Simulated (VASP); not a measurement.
# Rh (P2_1/m) in VASP: notebook, part 2 of 2

VASP 6.6.1. Earlier steps stand in the parts before.

**3. Single point, PBEsol (strain +0.0300 x Voigt [0, 0, 0, 0, 0, 1])**

File INCAR:

```
ALGO = Fast ; EDIFF = 1E-6
ENCUT = 520 ; GGA = PS
ISIF = 2 ; ISMEAR = 0
LASPH = T ; LCHARG = F
LREAL = F ; LWAVE = F
NBANDS = 22 ; NELM = 100
PREC = Accurate ; SIGMA = 0.15
```

File KPOINTS:

```
k-points
0
Gamma
  18 18 12
```

File POSCAR:

```
Rh
1.0
    2.7309790422      0.0409646856      0.0000000000
   -1.3300130627      2.3446148850      0.0000000000
    0.0000000000      0.0000000000      4.4284890000
Rh
2
Direct
    0.6666666667      0.3333333333      0.7500000000
    0.3333333333      0.6666666667      0.2500000000
```

Potentials or basis: VASP PAW PBE potentials, release 64 (Rh_pv).

Started as:

```sh
> cat potpaw_PBE.64/Rh_pv/POTCAR > POTCAR
> mpirun -np 1 vasp_std > vasp.out
```

OUTCAR:

```text
EDIFF = 1E-6
   ENCUT = 520
   GGA = PS
   ISIF = 2
   ISMEAR = 0
   LASPH = T
   LREAL = F
   NELM = 100
   PREC = Accurate

 ion  position               nearest neighbor table
   1  0.667  0.333  0.750-   2 2.71   2 2.71   2 2.72   2 2.72   2 2.73   2 2.73
   2  0.333  0.667  0.250-   1 2.71   1 2.71   1 2.72   1 2.72   1 2.73   1 2.73

  Warning from LATTYP: Monoclinic adjustment (A1->A3, A2->A1, A3->A2)!
  LATTYP: Found a simple monoclinic cell.
 ALAT       =     2.6955804024
 B/A-ratio  =     1.6428703058
 C/A-ratio  =     1.0132460741
 COS(beta)  =    -0.4803040536

  Lattice vectors:

 A1 = (  -1.3300130627,   2.3446148850,   0.0000000000)
 A2 = (   0.0000000000,   0.0000000000,   4.4284890000)
 A3 = (   2.7309790422,   0.0409646856,   0.0000000000)

Analysis of symmetry for initial positions (statically):
=====================================================================
 Subroutine PRICEL returns:
 Original cell was already a primitive cell.

 Routine SETGRP: Setting up the symmetry group for a
 simple monoclinic supercell.

 Subroutine GETGRP returns: Found  4 space group operations
 (whereof  2 operations were pure point group operations)
 out of a pool of  4 trial point group operations.

The static configuration has the point symmetry S_2 .
 The point group associated with its full space group is C_2h.

Analysis of symmetry for dynamics (positions and initial velocities):
=====================================================================
 Subroutine PRICEL returns:
 Original cell was already a primitive cell.

 Routine SETGRP: Setting up the symmetry group for a
 simple monoclinic supercell.

 Subroutine GETGRP returns: Found  4 space group operations
 (whereof  2 operations were pure point group operations)
 out of a pool of  4 trial point group operations.

The dynamic configuration has the point symmetry S_2 .
 The point group associated with its full space group is C_2h.

 Subroutine INISYM returns: Found  4 space group operations
 (whereof  2 operations are pure point group operations),
 and found     1 'primitive' translations

----------------------------------------------------------------------------------------

                                     Primitive cell

  volume of cell :      28.5973

  direct lattice vectors                    reciprocal lattice vectors
     2.730979042  0.040964686  0.000000000     0.363079625  0.205961605  0.000000000
    -1.330013063  2.344614885  0.000000000    -0.006343661  0.422910753  0.000000000
     0.000000000  0.000000000  4.428489000     0.000000000  0.000000000  0.225810655

  length of vectors
     2.731286260  2.695580402  4.428489000     0.417429032  0.422958328  0.225810655

  position of ions in fractional coordinates (direct lattice)
     0.666666667  0.333333333  0.750000000
     0.333333333  0.666666667  0.250000000

  ion indices of the primitive-cell ions
   primitive index   ion index
                 1           1
                 2           2

----------------------------------------------------------------------------------------

 KPOINTS: k-points

Automatic generation of k-mesh.
 Grid dimensions read from file:
 generate k-points for:   18   18   12

 Generating k-lattice:

  Cartesian coordinates                     Fractional coordinates (reciprocal lattice)
     0.020171090  0.011442311  0.000000000     0.055555556  0.000000000  0.000000000
    -0.000352426  0.023495042  0.000000000    -0.000000000  0.055555556  0.000000000
     0.000000000  0.000000000  0.018817555     0.000000000  0.000000000  0.083333333

  Length of vectors
     0.023190502  0.023497685  0.018817555

  Shift w.r.t. Gamma in fractional coordinates (k-lattice)
     0.000000000  0.000000000  0.000000000

 Subroutine IBZKPT returns following result:
 ===========================================

 Found   1148 irreducible k-points:

 Following reciprocal coordinates:
            Coordinates               Weight
  0.000000  0.000000  0.000000      1.000000
  0.055556 -0.000000  0.000000      2.000000
  0.111111 -0.000000  0.000000      2.000000
  0.166667  0.000000  0.000000      2.000000
  0.222222  0.000000  0.000000      2.000000
  0.277778  0.000000  0.000000      2.000000
[... 16 lines left out ...]
 -0.333333  0.055556  0.000000      2.000000
 -0.277778  0.055556  0.000000      2.000000
 [... further k-points ...]
   k-points           NKPTS =   1148   k-points in BZ     NKDIM =   1148   number of bands    NBANDS=     22
   number of dos      NEDOS =    301   number of ions     NIONS =      2
   total plane-waves  NPLWV =  14400
   dimension x,y,z NGX =    20 NGY =   20 NGZ =   36
   dimension x,y,z NGXF=    40 NGYF=   40 NGZF=   72
   ions per type =               2
   NGX,Y,Z   is equivalent  to a cutoff of  12.17, 12.33, 13.51 a.u.
   NGXF,Y,Z  is equivalent  to a cutoff of  24.35, 24.67, 27.03 a.u.
 SYSTEM =  unknown system
   PREC   = accura    normal or accurate (medium, high low for compatibility)
   ISTART =      0    job   : 0-new  1-cont  2-samecut
   ICHARG =      2    charge: 1-file 2-atom 10-const
   ISPIN  =      1    spin polarized calculation?
   LNONCOLLINEAR =      F non collinear calculations
   LSORBIT =      F    spin-orbit coupling
   LASPH  =      T    aspherical Exc in radial PAW
   ENCUT  =  520.0 eV  38.22 Ry    6.18 a.u.   5.08  5.01  8.23*2*pi/ulx,y,z
   NELM   =    100;   NELMIN=  2; NELMDL= -5     # of ELM steps
   EDIFF  = 0.1E-05   stopping-criterion for ELM
   LREAL  =      F    real-space projection
   EDIFFG = 0.1E-04   stopping-criterion for IOM
   NSW    =      0    number of steps for IOM
   IBRION =     -1    ionic relax: 0-MD 1-quasi-New 2-CG
   NFREE  =      0    steps in history (QN), initial steepest desc. (CG)
   ISIF   =      2    stress and relaxation
   ISYM   =      2    0-nonsym 1-usesym 2-fastsym
   POTIM  = 0.5000    time-step for ionic-motion
   TEBEG  =    0.0;   TEEND  =   0.0 temperature during run
   PSTRESS=    0.0 pullay stress
   NELECT =      30.0000    total number of electrons
   NUPDOWN=      -1.0000    fix difference up-down
   EMIN   =  10.00;   EMAX   =-10.00  energy-range for DOS
   EFERMI =   0.00;   METHOD = LEGACY
   ISMEAR =     0;   SIGMA  =   0.15  broadening in eV -4-tet -1-fermi 0-gaus
   EFERMI_NEDOS =   21; number of points for ismear=-14 and -15
   IALGO  =     68    algorithm
   IMIX   =      4    mixing-type and parameters
     AMIX     =   0.40;   BMIX     =  1.00
     AMIX_MAG =   1.60;   BMIX_MAG =  1.00
  volume/ion in A,a.u.               =      14.30        96.49
  Fermi-wavevector in a.u.,A,eV,Ry     =   1.663439  3.143444 37.647713  2.767029
  Thomas-Fermi vector in A             =   2.750156
   LORBIT       =      0    0 simple, 1 ext, 2 COOP (PROOUT), +10 PAW based schemes
   GGA     = PS    functional components
   LHFCALC =     F    Hartree Fock is set to
   AEXX    =    0.0000 exact exchange contribution
   IVDW    =     0    specifies the selected vdW correction
   LEPSILON=     F    determine dielectric tensor
   LRPA    =     F    only Hartree local field effects (RPA)
 non-spin polarized calculation
 RMM-DIIS sequential band-by-band and
 Gauss-broadening in eV      SIGMA  =   0.15
  energy-cutoff  :      520.00
  volume of cell :       28.60
 maximum number of plane-waves:       790
   NGX = 11   NGY =  9   NGZ = 17

 number of electron      30.0000003 magnetization

 Free energy of the ion-electron system (eV)
  ---------------------------------------------------
  ext. energy  EPLUGINS =         0.00000000
  ---------------------------------------------------
  free energy    TOTEN  =       -16.13642987 eV

  energy without entropy =      -16.09830171  energy(sigma->0) =      -16.11736579

 E-fermi :  11.1346     XC(G=0): -13.9649

 val. band max:       11.1339532592   @ k =   0.3889   0.1667   0.2500
 cond. band min:      11.1359552890   @ k =  -0.1111   0.3889   0.1667
 fundamental gap:      0.0020020297
 Fermi energy:        11.1345524065

 k-point     1 :       0.0000    0.0000    0.0000
  band No.  band energies     occupation
      1     -35.8663      2.00000
      2     -35.2924      2.00000
      3     -35.2850      2.00000
      4     -35.2125      2.00000
      5     -35.1997      2.00000
      6     -35.1912      2.00000
[... 574 lines left out ...]
      6     -35.2350      2.00000
[... 14 lines left out ...]
     21      27.4865      0.00000
     22      28.3194      0.00000

 [... further k-points ...]

------------------------ aborting loop because EDIFF is reached ----------------------------------------

  FORCE on cell =-STRESS in cart. coord.  units (eV):
  Direction    XX          YY          ZZ          XY          YZ          ZX
  --------------------------------------------------------------------------------------
  -------------------------------------------------------------------------------------
  Total       -2.2983299     -2.2356095     -2.6363954     -0.7048042      0.0000000      0.0000000
  in kB     -128.7649741   -125.2510326   -147.7052426    -39.4869742      0.0000000      0.0000000
  external PRESSURE =    -133.9070831 kB  Pullay stress =       0.0000000 kB

 VOLUME and BASIS-vectors are now :
 -----------------------------------------------------------------------------
  energy-cutoff  :      520.00
  volume of cell :       28.60
      direct lattice vectors                 reciprocal lattice vectors
     2.730979042  0.040964686  0.000000000     0.363079625  0.205961605  0.000000000
    -1.330013063  2.344614885  0.000000000    -0.006343661  0.422910753  0.000000000
     0.000000000  0.000000000  4.428489000     0.000000000  0.000000000  0.225810655

 POSITION                                       TOTAL-FORCE (eV/Angst)
 -----------------------------------------------------------------------------------
      1.37732      0.80885      3.32137         0.053314     -0.000832      0.000000
      0.02365      1.57673      1.10712        -0.053314      0.000832      0.000000
 -----------------------------------------------------------------------------------
    total drift:                                0.000000     -0.000000      0.000000

  FREE ENERGIE OF THE ION-ELECTRON SYSTEM (eV)
  ---------------------------------------------------
  free  energy   TOTEN  =       -16.1364298732 eV

  energy  without entropy=      -16.0983017103  energy(sigma->0) =      -16.11736579
```

OSZICAR:

```text
N       E                     dE             d eps       ncg     rms          rms(c)
DAV:   1     0.323893344553E+03    0.32389E+03   -0.19017E+04 50656   0.158E+03
DAV:   2    -0.103171974212E+02   -0.33421E+03   -0.32258E+03 52528   0.471E+02
DAV:   3    -0.173436345818E+02   -0.70264E+01   -0.69814E+01 58942   0.770E+01
DAV:   4    -0.173898619355E+02   -0.46227E-01   -0.46222E-01 56668   0.629E+00
DAV:   5    -0.173905818513E+02   -0.71992E-03   -0.71991E-03 59590   0.815E-01    0.143E+01
RMM:   6    -0.161739898463E+02    0.12166E+01   -0.28671E+00 51862   0.142E+01    0.437E+00
RMM:   7    -0.161444667638E+02    0.29523E-01   -0.11295E-01 53493   0.263E+00    0.198E+00
RMM:   8    -0.161378839773E+02    0.65828E-02   -0.25023E-02 55347   0.157E+00    0.462E-01
RMM:   9    -0.161364048964E+02    0.14791E-02   -0.36844E-03 59228   0.553E-01    0.170E-02
RMM:  10    -0.161364294493E+02   -0.24553E-04   -0.30287E-04 59380   0.179E-01    0.156E-02
RMM:  11    -0.161364307732E+02   -0.13239E-05   -0.41573E-05 60751   0.708E-02    0.590E-03
RMM:  12    -0.161364298732E+02    0.90004E-06   -0.84977E-06 61153   0.319E-02
   1 F= -.16136430E+02 E0= -.16117366E+02  d E =-.381282E-01
```

Run time: 5.5 min. Hardware: 1 thread of Oxide Virtual Turin-like, shared host; peak memory 0.56 GiB.

What came out:

```
Free energy            : -16.1364 eV
Pressure               : -13.4 GPa
Largest force          : 0.053 eV/Å
Band gap on the k mesh : zero (bands 15 and 16 overlap by 2.32 eV)
```

Forces on the atoms (eV/Å):
```
Rh   0.053 -0.001  0.000
Rh  -0.053  0.001  0.000
```

Caveat: the cell differs from its parent crystal (strain +0.0300 x Voigt [0, 0, 0, 0, 0, 1]); the cell stands under tension; the PAW data sets were made with another functional, which shifts forces and pressure a little.

**4. Single point, PBEsol (strain +0.0350 x Voigt [0, 0, 0, 0, 0, 1])**

File INCAR:

```
SYSTEM = Rh
PREC     = Accurate       ! precision mode
ENCUT    = 520            ! plane-wave cutoff, eV
EDIFF    = 1E-6           ! SCF threshold, eV
ISMEAR   = 0              ! smearing method
SIGMA    = 0.15           ! smearing width, eV
LREAL    = .FALSE.        ! projectors in reciprocal space
LASPH    = .TRUE.         ! aspherical terms in the spheres
NELM     = 60             ! most SCF steps
ALGO     = Fast           ! electronic algorithm
ISIF     = 2              ! what is computed and relaxed
LWAVE    = .FALSE.        ! write WAVECAR
LCHARG   = .FALSE.        ! write CHGCAR
GGA      = PS             ! functional
NBANDS   = 22             ! bands
```

File KPOINTS:

```
Automatic mesh
0
G
  18 18 12
  0 0 0
```

File POSCAR:

```
Rh
1.0
    2.7309790422      0.0477921332      0.0000000000
   -1.3241003196      2.3412011612      0.0000000000
    0.0000000000      0.0000000000      4.4284890000
Rh
2
Direct
    0.6666666667      0.3333333333      0.7500000000
    0.3333333333      0.6666666667      0.2500000000
```

Started as:

```sh
> cat potpaw_PBE.64/Rh_pv/POTCAR > POTCAR
> mpirun -np 1 vasp_std > vasp.out
```

Run time: 7.9 min. Hardware: 1 thread of Oxide Virtual Turin-like, shared host; peak memory 0.57 GiB.

The run converged. Its results:

```
Free energy            : -16.1328 eV
Pressure               : -13.3 GPa
Largest force          : 0.062 eV/Å
Band gap on the k mesh : zero (bands 15 and 16 overlap by 2.33 eV)
```

Forces in eV/Å, atoms in the order of the input:
```
Rh   0.062 -0.001  0.000
Rh  -0.062  0.001  0.000
```

Stress tensor (GPa, compression positive):
```
-12.82  -4.61   0.00
 -4.61 -12.34   0.00
  0.00   0.00 -14.77
```

Levels at points of the mesh, in eV from the Fermi level:
```csv
k point,band 12,band 13,band 14,band 15,band 16,band 17,band 18,band 19
"(0.00, 0.00, 0.00)",-2.58,-2.12,-1.84,-1.73,0.08,0.19,0.67,8.16
"(0.50, 0.00, 0.00)",-2.30,-2.15,0.36,0.63,0.65,2.76,4.71,9.73
"(0.00, 0.50, 0.00)",-2.13,-2.06,0.40,0.58,0.68,2.91,4.93,9.99
"(0.50, 0.50, 0.00)",-1.98,-1.98,0.48,0.54,0.76,3.04,5.13,10.25
"(0.00, 0.00, 0.50)",-3.09,-2.72,-2.72,-0.48,-0.48,-0.34,-0.34,14.59
"(0.50, 0.00, 0.50)",-1.44,-0.34,-0.34,0.54,0.54,2.41,2.41,8.64
"(0.00, 0.50, 0.50)",-1.56,-0.30,-0.30,0.58,0.58,2.58,2.58,8.93
"(0.50, 0.50, 0.50)",-1.69,-0.26,-0.26,0.65,0.65,2.75,2.75,9.21
```

Caveat: the cell differs from its parent crystal (strain +0.0350 x Voigt [0, 0, 0, 0, 0, 1]); the cell stands under tension; the PAW data sets were made with another functional, which shifts forces and pressure a little.

**5. Single point, PBEsol (strain +0.0250 x Voigt [0, 0, 0, 0, 0, 1])**

File INCAR:

```
ALGO = Fast
EDIFF = 1E-6
ENCUT = 520
GGA = PS
ISIF = 2
ISMEAR = 0
LASPH = True
LCHARG = False
LREAL = False
LWAVE = False
NBANDS = 22
NELM = 60
PREC = Accurate
SIGMA = 0.15
```

File KPOINTS:

```
k-points
0
Gamma
  18 18 12
```

File POSCAR:

```
Rh
1.0
    2.7309790422      0.0341372380      0.0000000000
   -1.3359258058      2.3480286088      0.0000000000
    0.0000000000      0.0000000000      4.4284890000
Rh
2
Direct
    0.6666666667      0.3333333333      0.7500000000
    0.3333333333      0.6666666667      0.2500000000
```

Started as:

```sh
> cat potpaw_PBE.64/Rh_pv/POTCAR > POTCAR
> mpirun -np 1 vasp_std > vasp.out
```

Wall time 8.5 min (1 thread of Oxide Virtual Turin-like, shared host); peak memory 0.57 GiB.

The run converged. Its results:

```yaml
Free_energy: -16.1395 eV
Pressure: -13.5 GPa
Largest_force: 0.044 eV/Å
Band_gap_on_the_k_mesh: zero (bands 15 and 16 overlap by 2.32 eV)
```

Forces in eV/Å, atoms in the order of the input:
```
Rh   0.044 -0.001  0.000
Rh  -0.044  0.001  0.000
```

Stress tensor (GPa, compression positive):
```
-12.92  -3.29   0.00
 -3.29 -12.68   0.00
  0.00   0.00 -14.77
```

Levels at points of the mesh, in eV from the Fermi level:
```tsv
k point	band 11	band 12	band 13	band 14	band 15	band 16	band 17	band 18	band 19	band 20
(0.00, 0.00, 0.00)	-2.66	-2.55	-2.19	-1.83	-1.74	0.10	0.17	0.67	8.16	15.83
(0.50, 0.00, 0.00)	-2.59	-2.25	-2.13	0.38	0.62	0.66	2.79	4.76	9.80	10.31
(0.00, 0.50, 0.00)	-2.56	-2.14	-2.06	0.41	0.58	0.69	2.90	4.92	9.98	10.43
(0.50, 0.50, 0.00)	-2.56	-2.02	-2.01	0.46	0.55	0.74	2.99	5.07	10.17	10.56
(0.00, 0.00, 0.50)	-3.09	-3.09	-2.79	-2.79	-0.46	-0.46	-0.36	-0.36	14.59	14.59
(0.50, 0.00, 0.50)	-1.48	-1.48	-0.33	-0.33	0.56	0.56	2.45	2.45	8.72	8.72
(0.00, 0.50, 0.50)	-1.57	-1.57	-0.30	-0.30	0.59	0.59	2.57	2.57	8.92	8.92
(0.50, 0.50, 0.50)	-1.65	-1.65	-0.27	-0.27	0.63	0.63	2.69	2.69	9.13	9.13
```

Caveat: the cell differs from its parent crystal (strain +0.0250 x Voigt [0, 0, 0, 0, 0, 1]); the cell stands under tension; the PAW data sets were made with another functional, which shifts forces and pressure a little.

**6. Summary**

| cell | gap on the mesh (eV) | pressure (GPa) | largest force (eV/Å) |
| --- | --- | --- | --- |
| a = 2.732, b = 2.778, c = 4.428 Å, angles 90.0, 90.0, 121.7°, 2 atoms | none | -13.2 | 0.07 |
| a = 2.731, b = 2.696, c = 4.428 Å, angles 90.0, 90.0, 118.7°, 2 atoms | none | -13.4 | 0.05 |
| a = 2.731, b = 2.690, c = 4.428 Å, angles 90.0, 90.0, 118.5°, 2 atoms | none | -13.3 | 0.06 |
| a = 2.731, b = 2.701, c = 4.428 Å, angles 90.0, 90.0, 118.9°, 2 atoms | none | -13.5 | 0.04 |

Alike in all rows: task single point; level PBEsol; potentials or basis VASP PAW PBE potentials, release 64 (Rh_pv); no spin polarisation; k mesh 18 × 18 × 12; cutoff (eV) 520; smearing gaussian 0.15 eV.

Caveats: the cell stands under tension; the PAW data sets were made with another functional, which shifts forces and pressure a little.

Total energies depend on the potentials used, so only differences within one code and one set of settings carry meaning.
